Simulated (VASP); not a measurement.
# Si31As (a cell with a defect) in VASP: single point with PBE

Aim: the single point of Si31As (a cell with a defect) with PBE.

All numbers are computed with VASP 6.6.1; they aren't measurements. Logs are shortened: lines on timing, memory, paths and dates and some standing lists are left out, and cuts for length are marked.

### Step 1. The cell of the first run

The cell holds a defect, 32 atoms: a = 9.474 Å, b = 9.474 Å, c = 9.474 Å, α = 109.47°, β = 109.47°, γ = 109.47°.

### Step 2. Single point, PBE

File INCAR:

```
PREC = Accurate
ENCUT = 400
EDIFF = 1E-6
ISMEAR = 0
SIGMA = 0.01
LREAL = Auto
LASPH = True
NELM = 120
ALGO = Normal
ISIF = 2
LWAVE = False
LCHARG = False
GGA = PE
NELECT = 128.0
NBANDS = 86
GGA_COMPAT = False
```

File KPOINTS:

```
Automatic mesh
0
Gamma
  2 2 2
  0.5 0.5 0.5
```

File POSCAR:

```
Si31As
1.0
    5.4700937543      5.4700937543     -5.4700937543
   -5.4700937543      5.4700937543      5.4700937543
    5.4700937543     -5.4700937543      5.4700937543
As Si
1 31
Direct
    0.5001979674      0.7495157198      1.0005687940
    0.2479843377      0.7495184797      0.2496049711
    0.0001724598      0.7495278471      0.5006320006
    0.5001471971      0.9985574168      0.7482901852
    0.7492699636      0.7495149012      0.7483146636
    0.2480656987      0.9986849544      1.0006109544
    0.0014844326      0.0016862580      0.2527161638
    0.5002230140      0.2495465662      0.5006175105
    0.7524113276      0.0017523789      0.5018553412
    0.2510916555      0.2482189505      0.7513992418
    0.0001831533      0.2494940627      0.0005695117
    0.5001624278      0.4972837575      0.2495996192
    0.7523910388      0.2508096235      0.2526916148
    0.2511266870      0.5004808276      0.4992634838
   -0.0011113170      0.5003740683      0.7514229897
    0.7493523391      0.4973722365      0.0005966699
    0.2430928376      0.4924195752      0.7434232167
   -0.0000578301      0.4990749277      0.0005282767
    0.7506178660      0.4996964904      0.2509865956
    0.2497129437      0.7495140217      0.5002253080
    0.5001842326      0.4990931635      0.5002572776
   -0.0000261925      0.7495447003      0.7502444660
    0.7572974193      0.7495199937      0.0005106080
    0.2503881525     -0.0000266568      0.2510002584
    0.5002072710      0.7495261417      0.2577210942
    0.0004403502     -0.0006567266      0.5007824086
    0.7505962648     -0.0000600378      0.7506864651
    0.2497434464      0.2492409028      0.0004863976
    0.5001998472      0.0066190653      0.0005172308
    0.0004892918      0.2497899167      0.2504482685
    0.7500196134      0.2497841805      0.5007563828
    0.5002422443      0.2492823436      0.7502160428
```

Potentials or basis: VASP PAW PBE potentials, release 64 (As, Si).

Launch:

```console
$ cat potpaw_PBE.64/As/POTCAR potpaw_PBE.64/Si/POTCAR > POTCAR
$ mpirun -np 1 vasp_std > vasp.out
```

OUTCAR:

```text
PREC = Accurate
   ENCUT = 400
   EDIFF = 1E-6
   ISMEAR = 0
   LREAL = Auto
   LASPH = True
   NELM = 120
   ISIF = 2
   GGA = PE
   NELECT = 128.0

 ion  position               nearest neighbor table
   1  0.500  0.750  0.001-  17 2.44  23 2.44  29 2.44  25 2.44
   2  0.248  0.750  0.250-  18 2.36  24 2.36  25 2.37  20 2.37
   3  0.000  0.750  0.501-  22 2.37  26 2.37  19 2.37  20 2.37
   4  0.500  0.999  0.748-  20 2.36  27 2.36  29 2.37  32 2.37
   5  0.749  0.750  0.748-  21 2.36  27 2.36  23 2.37  22 2.37
   6  0.248  0.999  0.001-  24 2.36  22 2.36  29 2.37  28 2.37
[... 24 lines left out ...]
  31  0.750  0.250  0.501-   9 2.36  13 2.36   8 2.37  15 2.37
  32  0.500  0.249  0.750-  10 2.36  16 2.36   8 2.37   4 2.37

  LATTYP: Found a body centered cubic cell.
 ALAT       =    10.9401875086

  Lattice vectors:

 A1 = (   5.4700937543,   5.4700937543,  -5.4700937543)
 A2 = (  -5.4700937543,   5.4700937543,   5.4700937543)
 A3 = (   5.4700937543,  -5.4700937543,   5.4700937543)

Analysis of symmetry for initial positions (statically):
=====================================================================
 Subroutine PRICEL returns:
 Original cell was already a primitive cell.

 Routine SETGRP: Setting up the symmetry group for a
 body centered cubic supercell.

 Subroutine GETGRP returns: Found  1 space group operations
 (whereof  1 operations were pure point group operations)
 out of a pool of 48 trial point group operations.

The static configuration has the point symmetry C_1 .

Analysis of symmetry for dynamics (positions and initial velocities):
=====================================================================
 Subroutine PRICEL returns:
 Original cell was already a primitive cell.

 Routine SETGRP: Setting up the symmetry group for a
 body centered cubic supercell.

 Subroutine GETGRP returns: Found  1 space group operations
 (whereof  1 operations were pure point group operations)
 out of a pool of 48 trial point group operations.

The dynamic configuration has the point symmetry C_1 .

 Subroutine INISYM returns: Found  1 space group operations
 (whereof  1 operations are pure point group operations),
 and found     1 'primitive' translations

[... 136 lines left out ...]
   NSW    =      0    number of steps for IOM
   IBRION =     -1    ionic relax: 0-MD 1-quasi-New 2-CG
   NFREE  =      0    steps in history (QN), initial steepest desc. (CG)
   ISIF   =      2    stress and relaxation
   ISYM   =      2    0-nonsym 1-usesym 2-fastsym
   POTIM  = 0.5000    time-step for ionic-motion
   TEBEG  =    0.0;   TEEND  =   0.0 temperature during run
   PSTRESS=    0.0 pullay stress
   NELECT =     128.0000    total number of electrons
   NUPDOWN=      -1.0000    fix difference up-down
   EMIN   =  10.00;   EMAX   =-10.00  energy-range for DOS
   EFERMI =   0.00;   METHOD = LEGACY
   ISMEAR =     0;   SIGMA  =   0.01  broadening in eV -4-tet -1-fermi 0-gaus
   EFERMI_NEDOS =   21; number of points for ismear=-14 and -15
   IALGO  =     38    algorithm
   IMIX   =      4    mixing-type and parameters
     AMIX     =   0.40;   BMIX     =  1.00
     AMIX_MAG =   1.60;   BMIX_MAG =  1.00
  volume/ion in A,a.u.               =      20.46       138.07
  Fermi-wavevector in a.u.,A,eV,Ry     =   0.950160  1.795542 12.283393  0.902804
  Thomas-Fermi vector in A             =   2.078511
   LORBIT       =      0    0 simple, 1 ext, 2 COOP (PROOUT), +10 PAW based schemes
   GGA     = PE    functional components
   LHFCALC =     F    Hartree Fock is set to
   AEXX    =    0.0000 exact exchange contribution
   IVDW    =     0    specifies the selected vdW correction
   LEPSILON=     F    determine dielectric tensor
   LRPA    =     F    only Hartree local field effects (RPA)
 non-spin polarized calculation
 Gauss-broadening in eV      SIGMA  =   0.01
  energy-cutoff  :      400.00
  volume of cell :      654.70
 maximum number of plane-waves:     11922
 NGX is ok and might be reduce to    64
   NGX = 31   NGY = 31   NGZ = 31

 number of electron     127.9999984 magnetization

 Free energy of the ion-electron system (eV)
  ---------------------------------------------------
  ext. energy  EPLUGINS =         0.00000000
  ---------------------------------------------------
  free energy    TOTEN  =      -178.63961496 eV

  energy without entropy =     -178.63961496  energy(sigma->0) =     -178.63961496

 E-fermi :   4.9515     XC(G=0):  -9.3114

 val. band max:        4.8764886224   @ k =   0.2500   0.2500   0.2500
 cond. band min:       6.2210828329   @ k =  -0.2500   0.2500   0.2500
 fundamental gap:      1.3445942105
 Fermi energy:         4.9514986168

 k-point     1 :       0.2500    0.2500    0.2500
  band No.  band energies     occupation
      1      -6.8029      2.00000
      2      -5.4108      2.00000
      3      -5.4107      2.00000
      4      -5.4106      2.00000
      5      -4.6597      2.00000
      6      -3.6384      2.00000
[... 305 lines left out ...]
     75       7.9250      0.00000
     76       7.9929      0.00000
 [bands above 76 left out]

------------------------ aborting loop because EDIFF is reached ----------------------------------------

  FORCE on cell =-STRESS in cart. coord.  units (eV):
  Direction    XX          YY          ZZ          XY          YZ          ZX
  --------------------------------------------------------------------------------------
  -------------------------------------------------------------------------------------
  Total       -8.4488516     -8.4502186     -8.4540478      0.0028389      0.0013723      0.0000401
  in kB      -20.6758781    -20.6792234    -20.6885943      0.0069474      0.0033584      0.0000981
  external PRESSURE =     -20.6812319 kB  Pullay stress =       0.0000000 kB

 VOLUME and BASIS-vectors are now :
 -----------------------------------------------------------------------------
  energy-cutoff  :      400.00
  volume of cell :      654.70
      direct lattice vectors                 reciprocal lattice vectors
     5.470093754  5.470093754 -5.470093754     0.091406112  0.091406112  0.000000000
    -5.470093754  5.470093754  5.470093754     0.000000000  0.091406112  0.091406112
     5.470093754 -5.470093754  5.470093754     0.091406112  0.000000000  0.091406112

 POSITION                                       TOTAL-FORCE (eV/Angst)
 -----------------------------------------------------------------------------------
     -1.36068      6.83294      1.36690         0.010674     -0.009272     -0.000223
     -1.37808      4.09107      4.10880        -0.000681     -0.000085      0.001119
     -1.36054      1.36243      6.83755         0.000547      0.000603     -0.001568
      1.36687      4.10484      6.81957        -0.000890      0.002442      0.001278
      4.09201      4.10514      4.09469        -0.001836      0.002189     -0.001052
     -4.10262      6.81650      4.10930        -0.002443     -0.001237     -0.001429
[... 24 lines left out ...]
      5.47552      2.72984      0.00285         0.001805     -0.001149      0.000552
      5.47653     -0.00378      2.73098         0.000041     -0.000223     -0.002342
 -----------------------------------------------------------------------------------
    total drift:                                0.037325     -0.027597     -0.004508

  FREE ENERGIE OF THE ION-ELECTRON SYSTEM (eV)
  ---------------------------------------------------
  free  energy   TOTEN  =      -178.6396149638 eV

  energy  without entropy=     -178.6396149638  energy(sigma->0) =     -178.63961496
```

OSZICAR:

```text
N       E                     dE             d eps       ncg     rms          rms(c)
DAV:   1     0.276683879809E+03    0.27668E+03   -0.41683E+04   688   0.998E+02
DAV:   2    -0.153578274784E+03   -0.43026E+03   -0.40373E+03   848   0.165E+02
DAV:   3    -0.180597617327E+03   -0.27019E+02   -0.26638E+02   856   0.383E+01
DAV:   4    -0.181203221980E+03   -0.60560E+00   -0.60124E+00   824   0.700E+00
DAV:   5    -0.181223498950E+03   -0.20277E-01   -0.20261E-01   820   0.117E+00    0.189E+01
DAV:   6    -0.179443414185E+03    0.17801E+01   -0.11629E+00   856   0.295E+00    0.115E+01
DAV:   7    -0.178620014249E+03    0.82340E+00   -0.26789E+00   824   0.394E+00    0.913E-01
DAV:   8    -0.178630932088E+03   -0.10918E-01   -0.28822E-01   792   0.157E+00    0.601E-01
DAV:   9    -0.178636863602E+03   -0.59315E-02   -0.39036E-02   840   0.445E-01    0.313E-01
DAV:  10    -0.178638175405E+03   -0.13118E-02   -0.27347E-03   816   0.156E-01    0.180E-01
DAV:  11    -0.178639582366E+03   -0.14070E-02   -0.22299E-03   736   0.131E-01    0.505E-02
DAV:  12    -0.178639590716E+03   -0.83508E-05   -0.15067E-04   816   0.363E-02    0.405E-02
DAV:  13    -0.178639619964E+03   -0.29248E-04   -0.85465E-05   888   0.263E-02    0.945E-03
DAV:  14    -0.178639612096E+03    0.78681E-05   -0.22549E-05   800   0.138E-02    0.466E-03
DAV:  15    -0.178639614590E+03   -0.24936E-05   -0.35071E-06   672   0.480E-03    0.130E-03
DAV:  16    -0.178639614964E+03   -0.37404E-06   -0.18447E-07   416   0.139E-03
   1 F= -.17863961E+03 E0= -.17863961E+03  d E =-.125808E-26
```

stdout:

```text
POSCAR found type information on POSCAR AsSi
 POSCAR found :  2 types and      32 ions
 scaLAPACK will be used
 LDA part: xc-table for (Slater+PW92), standard interpolation
 POSCAR, INCAR and KPOINTS ok, starting setup
 FFT: planning ... GRIDC
 FFT: planning ... GRID_SOFT
 FFT: planning ... GRID
 WAVECAR not read
 entering main loop
 the old and the new charge density differ
 old charge density:   129.00000 new  128.00000
    0.189E+01
```

Run time: 4.3 min. Hardware: 1 thread of AMD EPYC 7R13 (Zen 3), shared host; peak memory 0.54 GiB.

What came out:

- Free energy: -178.6396 eV
- Largest force: 0.019 eV/Å

Forces in eV/Å, atoms in the order of the input:
```
As   0.011 -0.009  0.000
Si  -0.001  0.000  0.001
Si   0.001  0.001 -0.002
Si  -0.001  0.002  0.001
Si  -0.002  0.002 -0.001
Si  -0.002 -0.001 -0.001
Si   0.000  0.001  0.001
Si   0.000 -0.001  0.000
Si  -0.001  0.001  0.000
Si  -0.001  0.000  0.001
Si   0.001  0.000  0.000
Si  -0.001  0.001  0.001
Si  -0.001  0.000  0.001
Si  -0.001  0.000 -0.002
Si  -0.002  0.001  0.002
Si  -0.002  0.000  0.000
Si  -0.012 -0.009 -0.010
Si   0.000 -0.001  0.000
Si   0.001  0.000  0.000
Si   0.000 -0.001  0.000
Si   0.001 -0.001 -0.001
Si  -0.001 -0.001 -0.001
Si   0.009  0.011 -0.010
Si   0.001 -0.001  0.001
Si   0.008 -0.008  0.010
Si   0.001  0.000  0.000
Si   0.002  0.000  0.000
Si   0.001 -0.001  0.000
Si  -0.012  0.011  0.010
Si   0.000  0.001 -0.001
Si   0.002 -0.001  0.001
Si   0.000  0.000 -0.002
```

Levels at points of the mesh, in eV from the Fermi level:
| k point | band 61 | band 62 | band 63 | band 64 | band 65 | band 66 | band 67 | band 68 |
| --- | --- | --- | --- | --- | --- | --- | --- | --- |
| (0.25, 0.25, 0.25) | -0.09 | -0.08 | -0.08 | -0.07 | 1.62 | 2.14 | 2.14 | 2.14 |

Caveat: the cell carries a net charge on a neutralising background, which shifts energy and pressure; the cell is charged against a uniform background, so pressure and absolute levels hang on convention.
